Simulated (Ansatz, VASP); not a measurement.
**One calculation of Y2Si2F, two programs**

```
Y Si F
1.0
     5.22238    0.00000    0.00000
    -2.61119    4.52271    0.00000
     0.00000    0.00000    6.18701
Y Si F
2 2 1
Direct
  0.33333 0.66667 0.00000
  0.66667 0.33333 0.00000
  0.00000 0.00000 0.30940
  0.00000 0.00000 0.69060
  0.00000 0.00000 0.00000
```

Alike in both runs: functional PBE; k mesh 12 × 12 × 6; occupations gaussian, width 0.1 eV; no spin polarisation.

Ansatz relaxed the structure, and its values are those at the end. VASP's run is a single point on that final structure, the one shown.

```csv
,VASP,Ansatz
version,VASP 6.6.1,Ansatz 0.2.0
potentials or method,"VASP PAW PBE potentials, release 64 (Y_sv, Si, F), cutoff 520 eV","scalar-relativistic, plane waves, PAW"
valence electrons in the cell,37,37
```

|  | VASP | Ansatz | Ansatz less VASP |
| --- | --- | --- | --- |
| gap on the k mesh at the Fermi level (eV) | none | none | - |
| pressure (GPa) | 0.0 | 0.0 | +0.01 |
| rms of the force components (eV/Å) | 0.005 | 0.002 | -0.0023 |

A gap of «none» marks a metal or a gap that the smearing closes.
